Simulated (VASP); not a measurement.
# SrTiO3 (I4/mcm) in VASP: notebook

SrTiO3 is run at these levels: PBE; tasks: single point.

All numbers are computed with VASP 6.6.1; they aren't measurements. Logs are shortened: lines on timing, memory, paths and dates and some standing lists are left out, and cuts for length are marked.

## 1. The cell of the first run

It takes space group I4/mcm (No. 140, tetragonal). Conventional cell: a = 5.511 Å, b = 5.511 Å, c = 7.562 Å, α = 90.00°, β = 90.00°, γ = 90.00°. Within 3.5 Å of Sr (site symmetry -42m) lie 12 O at 2.62 to 2.81 Å and 8 Ti at 3.34 Å. Ti (site symmetry 4/m) has 6 O at 1.89 to 1.95 Å within 2.5 Å. Within 2.5 Å of O (site symmetry 422) lie 2 Ti at 1.89 Å. O (site symmetry m2m) has 2 Ti at 1.95 Å and 4 Sr at 2.62 to 2.81 Å and 8 O at 2.72 to 2.76 Å within 2.9 Å.

## 2. Single point, PBE (z stretched by -3 %, then relaxed in part)

INCAR

```
  PREC = Accurate
  ENCUT = 520
  EDIFF = 1E-7
  ISMEAR = -1
  SIGMA = 0.02
  LREAL = F
  LASPH = T
  NELM = 100
  ALGO = Normal
  ISIF = 2
  LWAVE = F
  LCHARG = F
  GGA = PE
  NBANDS = 51
```

KPOINTS

```
Automatic mesh
0
Gamma
  8 8 8
```

POSCAR

```
SrTiO3
1.0
   -2.7555000000      2.7555000000      3.7810600000
    2.7555000000     -2.7555000000      3.7810600000
    2.7555000000      2.7555000000     -3.7810600000
Sr Ti O
2 2 6
Direct
    0.7500000000      0.2500000000      0.5000000000
    0.2500000000      0.7500000000      0.5000000000
    0.0000000000      0.0000000000      0.0000000000
    0.5000000000      0.5000000000      0.0000000000
    0.2500000000      0.2500000000      0.0000000000
    0.7500000000      0.7500000000      0.0000000000
    0.7327783626      0.2327783626      0.9655567251
    0.2327783626      0.2672216374      0.5000000000
    0.2672216374      0.7672216374      0.0344432749
    0.7672216374      0.7327783626      0.5000000000
```

Potentials or basis: VASP PAW PBE potentials, release 64 (Sr_sv, Ti_sv, O).

Started as:

```sh
> cat potpaw_PBE.64/Sr_sv/POTCAR potpaw_PBE.64/Ti_sv/POTCAR potpaw_PBE.64/O/POTCAR > POTCAR
> mpirun -np 1 vasp_std > vasp.out
```

OUTCAR:

```text
PREC = Accurate
   ENCUT = 520
   EDIFF = 1E-7
   ISMEAR = -1
   LREAL = F
   LASPH = T
   NELM = 100
   ISIF = 2
   GGA = PE

 ion  position               nearest neighbor table
   1  0.750  0.250  0.500-   7 2.62   8 2.62  10 2.62   9 2.62   5 2.76   6 2.76   6 2.76   5 2.76
                             8 2.81  10 2.81   9 2.81   7 2.81   4 3.34   3 3.34   4 3.34   4 3.34
   2  0.250  0.750  0.500-   9 2.62   8 2.62  10 2.62   7 2.62   5 2.76   6 2.76   5 2.76   6 2.76
                            10 2.81   8 2.81   7 2.81   9 2.81   4 3.34   3 3.34   4 3.34   3 3.34
   3  0.000  0.000  0.000-   5 1.89   6 1.89   8 1.95  10 1.95   9 1.95   7 1.95   1 3.34   2 3.34
                             1 3.34   1 3.34   2 3.34   2 3.34   1 3.34   2 3.34
   4  0.500  0.500  0.000-   5 1.89   6 1.89  10 1.95   8 1.95   7 1.95   9 1.95   1 3.34   2 3.34
                             2 3.34   1 3.34   2 3.34   1 3.34   2 3.34   1 3.34
   5  0.250  0.250  0.000-   3 1.89   4 1.89   1 2.76   2 2.76   2 2.76   1 2.76
   6  0.750  0.750  0.000-   3 1.89   4 1.89   1 2.76   2 2.76   1 2.76   2 2.76
   7  0.733  0.233  0.966-   3 1.95   4 1.95   1 2.62   2 2.62   2 2.81   1 2.81
   8  0.233  0.267  0.500-   4 1.95   3 1.95   1 2.62   2 2.62   1 2.81   2 2.81
   9  0.267  0.767  0.034-   3 1.95   4 1.95   2 2.62   1 2.62   1 2.81   2 2.81
  10  0.767  0.733  0.500-   3 1.95   4 1.95   1 2.62   2 2.62   1 2.81   2 2.81

  LATTYP: Found a body centered tetragonal cell.
 ALAT       =     5.5110000000
 C/A-ratio  =     1.3721865360

  Lattice vectors:

 A1 = (  -2.7555000000,   2.7555000000,   3.7810600000)
 A2 = (   2.7555000000,  -2.7555000000,   3.7810600000)
 A3 = (   2.7555000000,   2.7555000000,  -3.7810600000)

Analysis of symmetry for initial positions (statically):
=====================================================================
 Subroutine PRICEL returns:
 Original cell was already a primitive cell.

 Routine SETGRP: Setting up the symmetry group for a
 body centered tetragonal supercell.

 Subroutine GETGRP returns: Found 16 space group operations
 (whereof  8 operations were pure point group operations)
 out of a pool of 16 trial point group operations.

The static configuration has the point symmetry C_4h.
 The point group associated with its full space group is D_4h.

Analysis of symmetry for dynamics (positions and initial velocities):
=====================================================================
 Subroutine PRICEL returns:
 Original cell was already a primitive cell.

 Routine SETGRP: Setting up the symmetry group for a
 body centered tetragonal supercell.

 Subroutine GETGRP returns: Found 16 space group operations
 (whereof  8 operations were pure point group operations)
 out of a pool of 16 trial point group operations.

The dynamic configuration has the point symmetry C_4h.
 The point group associated with its full space group is D_4h.

 Subroutine INISYM returns: Found 16 space group operations
 (whereof  8 operations are pure point group operations),
 and found     1 'primitive' translations

----------------------------------------------------------------------------------------

                                     Primitive cell

  volume of cell :     114.8350

  direct lattice vectors                    reciprocal lattice vectors
    -2.755500000  2.755500000  3.781060000     0.000000000  0.181455271  0.132238050
     2.755500000 -2.755500000  3.781060000     0.181455271  0.000000000  0.132238050
     2.755500000  2.755500000 -3.781060000     0.181455271  0.181455271  0.000000000

  length of vectors
     5.429730677  5.429730677  5.429730677     0.224528210  0.224528210  0.256616506

  position of ions in fractional coordinates (direct lattice)
     0.750000000  0.250000000  0.500000000
     0.250000000  0.750000000  0.500000000
     0.000000000  0.000000000  0.000000000
     0.500000000  0.500000000  0.000000000
     0.250000000  0.250000000  0.000000000
     0.750000000  0.750000000  0.000000000
     0.732778363  0.232778363  0.965556725
     0.232778363  0.267221637  0.500000000
     0.267221637  0.767221637  0.034443275
     0.767221637  0.732778363  0.500000000

  ion indices of the primitive-cell ions
   primitive index   ion index
                 1           1
                 2           2
                 3           3
                 4           4
                 5           5
                 6           6
                 7           7
                 8           8
                 9           9
                10          10

----------------------------------------------------------------------------------------

 KPOINTS: Automatic mesh

Automatic generation of k-mesh.
 Grid dimensions read from file:
 generate k-points for:    8    8    8

 Generating k-lattice:

  Cartesian coordinates                     Fractional coordinates (reciprocal lattice)
     0.000000000  0.022681909  0.016529756     0.125000000  0.000000000  0.000000000
     0.022681909  0.000000000  0.016529756     0.000000000  0.125000000  0.000000000
     0.022681909  0.022681909  0.000000000     0.000000000  0.000000000  0.125000000

  Length of vectors
     0.028066026  0.028066026  0.032077063

  Shift w.r.t. Gamma in fractional coordinates (k-lattice)
     0.000000000  0.000000000  0.000000000

 Subroutine IBZKPT returns following result:
 ===========================================

 Found     59 irreducible k-points:

 Following reciprocal coordinates:
            Coordinates               Weight
  0.000000  0.000000  0.000000      1.000000
  0.125000 -0.000000  0.000000      8.000000
  0.250000 -0.000000  0.000000      8.000000
  0.375000 -0.000000  0.000000      8.000000
  0.500000 -0.000000  0.000000      4.000000
  0.125000  0.125000  0.000000      8.000000
[... 16 lines left out ...]
  0.250000  0.125000  0.125000     16.000000
  0.375000  0.125000  0.125000      8.000000
 [... further k-points ...]
   k-points           NKPTS =     59   k-points in BZ     NKDIM =     59   number of bands    NBANDS=     51
   number of dos      NEDOS =    301   number of ions     NIONS =     10
   total plane-waves  NPLWV =  64000
   dimension x,y,z NGX =    40 NGY =   40 NGZ =   40
   dimension x,y,z NGXF=    80 NGYF=   80 NGZF=   80
   ions per type =               2   2   6
   NGX,Y,Z   is equivalent  to a cutoff of  12.25, 12.25, 12.25 a.u.
   NGXF,Y,Z  is equivalent  to a cutoff of  24.49, 24.49, 24.49 a.u.
 SYSTEM =  unknown system
   PREC   = accura    normal or accurate (medium, high low for compatibility)
   ISTART =      0    job   : 0-new  1-cont  2-samecut
   ICHARG =      2    charge: 1-file 2-atom 10-const
   ISPIN  =      1    spin polarized calculation?
   LNONCOLLINEAR =      F non collinear calculations
   LSORBIT =      F    spin-orbit coupling
   LASPH  =      T    aspherical Exc in radial PAW
   ENCUT  =  520.0 eV  38.22 Ry    6.18 a.u.  10.10 10.10 10.10*2*pi/ulx,y,z
   NELM   =    100;   NELMIN=  2; NELMDL= -5     # of ELM steps
   EDIFF  = 0.1E-06   stopping-criterion for ELM
   LREAL  =      F    real-space projection
   EDIFFG = 0.1E-05   stopping-criterion for IOM
   NSW    =      0    number of steps for IOM
   IBRION =     -1    ionic relax: 0-MD 1-quasi-New 2-CG
   NFREE  =      0    steps in history (QN), initial steepest desc. (CG)
   ISIF   =      2    stress and relaxation
   ISYM   =      2    0-nonsym 1-usesym 2-fastsym
   POTIM  = 0.5000    time-step for ionic-motion
   TEBEG  =    0.0;   TEEND  =   0.0 temperature during run
   PSTRESS=    0.0 pullay stress
   NELECT =      80.0000    total number of electrons
   NUPDOWN=      -1.0000    fix difference up-down
   EMIN   =  10.00;   EMAX   =-10.00  energy-range for DOS
   EFERMI =   0.00;   METHOD = LEGACY
   ISMEAR =    -1;   SIGMA  =   0.02  broadening in eV -4-tet -1-fermi 0-gaus
   EFERMI_NEDOS =   21; number of points for ismear=-14 and -15
   IALGO  =     38    algorithm
   IMIX   =      4    mixing-type and parameters
     AMIX     =   0.40;   BMIX     =  1.00
     AMIX_MAG =   1.60;   BMIX_MAG =  1.00
  volume/ion in A,a.u.               =      11.48        77.49
  Fermi-wavevector in a.u.,A,eV,Ry     =   1.451265  2.742493 28.656181  2.106170
  Thomas-Fermi vector in A             =   2.568782
   LORBIT       =      0    0 simple, 1 ext, 2 COOP (PROOUT), +10 PAW based schemes
   GGA     = PE    functional components
   LHFCALC =     F    Hartree Fock is set to
   AEXX    =    0.0000 exact exchange contribution
   IVDW    =     0    specifies the selected vdW correction
   LEPSILON=     F    determine dielectric tensor
   LRPA    =     F    only Hartree local field effects (RPA)
 non-spin polarized calculation
  energy-cutoff  :      520.00
  volume of cell :      114.84
 maximum number of plane-waves:      3126
   NGX = 21   NGY = 21   NGZ = 21

 number of electron      79.9999996 magnetization

 Free energy of the ion-electron system (eV)
  ---------------------------------------------------
  ext. energy  EPLUGINS =         0.00000000
  ---------------------------------------------------
  free energy    TOTEN  =       -79.85633916 eV

  energy without entropy =      -79.85633916  energy(sigma->0) =      -79.85633916

 E-fermi :   4.8916     XC(G=0): -11.4637

 val. band max:        4.4208931732   @ k =   0.0000   0.0000   0.0000
 cond. band min:       6.3554199945   @ k =   0.0000   0.0000   0.0000
 fundamental gap:      1.9345268213
 Fermi energy:         4.8916204171

 k-point     1 :       0.0000    0.0000    0.0000
  band No.  band energies     occupation
      1     -51.8781      2.00000
      2     -51.8724      2.00000
      3     -28.2771      2.00000
      4     -28.2010      2.00000
      5     -28.2010      2.00000
      6     -28.1751      2.00000
[... 43 lines left out ...]
     50      10.0640      0.00000
     51      11.0594      0.00000
[... 1240 lines left out ...]
     50      12.0817      0.00000
     51      12.2524      0.00000

 [... further k-points ...]

------------------------ aborting loop because EDIFF is reached ----------------------------------------

  FORCE on cell =-STRESS in cart. coord.  units (eV):
  Direction    XX          YY          ZZ          XY          YZ          ZX
  --------------------------------------------------------------------------------------
  -------------------------------------------------------------------------------------
  Total        6.7077027      6.7077027     13.8214294      0.0000000      0.0000000      0.0000000
  in kB       93.5858087     93.5858087    192.8364603      0.0000000      0.0000000      0.0000000
  external PRESSURE =     126.6693592 kB  Pullay stress =       0.0000000 kB

 VOLUME and BASIS-vectors are now :
 -----------------------------------------------------------------------------
  energy-cutoff  :      520.00
  volume of cell :      114.84
      direct lattice vectors                 reciprocal lattice vectors
    -2.755500000  2.755500000  3.781060000     0.000000000  0.181455271  0.132238050
     2.755500000 -2.755500000  3.781060000     0.181455271  0.000000000  0.132238050
     2.755500000  2.755500000 -3.781060000     0.181455271  0.181455271  0.000000000

 POSITION                                       TOTAL-FORCE (eV/Angst)
 -----------------------------------------------------------------------------------
     -0.00000      2.75550      1.89053         0.000000     -0.000000      0.000000
      2.75550     -0.00000      1.89053         0.000000     -0.000000      0.000000
      0.00000      0.00000      0.00000         0.000000     -0.000000      0.000000
      0.00000      0.00000      3.78106         0.000000     -0.000000      0.000000
      0.00000      0.00000      1.89053         0.000000     -0.000000      0.000000
      0.00000      0.00000      5.67159         0.000000     -0.000000      0.000000
      1.28284      4.03834      0.00000         0.008570      0.008570     -0.000000
      1.47266      1.28284      0.00000        -0.008570      0.008570      0.000000
      1.47266     -1.28284      3.78106        -0.008570     -0.008570     -0.000000
      1.28284      1.47266      3.78106         0.008570     -0.008570      0.000000
 -----------------------------------------------------------------------------------
    total drift:                               -0.000000     -0.000000      0.000000

  FREE ENERGIE OF THE ION-ELECTRON SYSTEM (eV)
  ---------------------------------------------------
  free  energy   TOTEN  =       -79.8563391643 eV

  energy  without entropy=      -79.8563391643  energy(sigma->0) =      -79.85633916
```

Wall time 8.8 min (1 thread of Intel Xeon Platinum 8488C (Sapphire Rapids), shared host); peak memory 0.44 GiB.

What came out:

```
Free energy            : -79.8563 eV
Pressure               : 12.7 GPa
Largest force          : 0.012 eV/Å
Band gap on the k mesh : 1.93 eV
```

Forces on the atoms (eV/Å):
```
Sr   0.000  0.000  0.000
Sr   0.000  0.000  0.000
Ti   0.000  0.000  0.000
Ti   0.000  0.000  0.000
O    0.000  0.000  0.000
O    0.000  0.000  0.000
O    0.009  0.009  0.000
O   -0.009  0.009  0.000
O   -0.009 -0.009  0.000
O    0.009 -0.009  0.000
```

Levels at points of the mesh, in eV from the valence-band top:
```
           k point  band 36  band 37  band 38  band 39  band 40  band 41  band 42  band 43  band 44  band 45
(0.00, 0.00, 0.00)    -0.33    -0.28    -0.15     0.00     0.00     1.93     1.99     1.99     4.27     4.70
(0.50, 0.00, 0.00)    -1.01    -0.86    -0.86    -0.64    -0.64     3.47     3.47     3.60     3.60     3.62
(0.50, 0.50, 0.00)    -1.51    -1.45    -0.69    -0.68    -0.06     2.14     3.84     3.84     3.85     4.20
(0.50, 0.50, 0.50)    -1.69    -1.63    -0.71    -0.71    -0.17     2.14     3.86     3.86     4.15     4.21
```

Caveat: the cell differs from its parent crystal (z stretched by -3 %, then relaxed in part); the cell stands under pressure.

## 3. Single point, PBE (z stretched by -2 %, then relaxed in part)

INCAR

```
SYSTEM = SrTiO3
  PREC = Accurate
  ENCUT = 520
  EDIFF = 1E-6
  ISMEAR = -1
  SIGMA = 0.02
  LREAL = .False.
  LASPH = .True.
  NELM = 100
  ALGO = Normal
  ISIF = 2
  LWAVE = .False.
  LCHARG = .False.
  GGA = PE
  NBANDS = 51
```

KPOINTS

```
Automatic mesh
0
Gamma
  8 8 8
  0 0 0
```

POSCAR

```
SrTiO3
1.0
   -2.7555000000      2.7555000000      3.8200400000
    2.7555000000     -2.7555000000      3.8200400000
    2.7555000000      2.7555000000     -3.8200400000
Sr Ti O
2 2 6
Direct
    0.7500000000      0.2500000000      0.5000000000
    0.2500000000      0.7500000000      0.5000000000
    0.0000000000      0.0000000000      0.0000000000
    0.5000000000      0.5000000000      0.0000000000
    0.2500000000      0.2500000000      0.0000000000
    0.7500000000      0.7500000000      0.0000000000
    0.7283236544      0.2283236544      0.9566473088
    0.2283236544      0.2716763456      0.5000000000
    0.2716763456      0.7716763456      0.0433526912
    0.7716763456      0.7283236544      0.5000000000
```

Potentials or basis: VASP PAW PBE potentials, release 64 (Sr_sv, Ti_sv, O).

Started as:

```sh
> cat potpaw_PBE.64/Sr_sv/POTCAR potpaw_PBE.64/Ti_sv/POTCAR potpaw_PBE.64/O/POTCAR > POTCAR
> mpirun -np 1 vasp_std > vasp.out
```

Wall time 9.3 min (1 thread of Intel Xeon Platinum 8488C (Sapphire Rapids), shared host); peak memory 0.44 GiB.

It converged, with:

* Free energy: -79.9813 eV
* Pressure: 10.1 GPa
* Largest force: 0.023 eV/Å
* Band gap on the k mesh: 1.96 eV

Forces on the atoms (eV/Å):
```
Sr   0.000  0.000  0.000
Sr   0.000  0.000  0.000
Ti   0.000  0.000  0.000
Ti   0.000  0.000  0.000
O    0.000  0.000  0.000
O    0.000  0.000  0.000
O    0.016  0.016  0.000
O   -0.016  0.016  0.000
O   -0.016 -0.016  0.000
O    0.016 -0.016  0.000
```

Stress tensor (GPa, compression positive):
```
 7.82  0.00  0.00
 0.00  7.82  0.00
 0.00  0.00 14.81
```

Levels at points of the mesh, in eV from the valence-band top:
```csv
k point,band 38,band 39,band 40,band 41,band 42,band 43
"(0.00, 0.00, 0.00)",-0.17,0.00,0.00,1.96,2.00,2.00
"(0.50, 0.00, 0.00)",-0.80,-0.61,-0.61,3.46,3.46,3.55
"(0.50, 0.50, 0.00)",-0.68,-0.67,-0.05,2.13,3.80,3.81
"(0.50, 0.50, 0.50)",-0.67,-0.67,-0.13,2.15,3.82,3.82
```

Caveat: the cell differs from its parent crystal (z stretched by -2 %, then relaxed in part); the cell stands under pressure. A k mesh can miss the band edges.
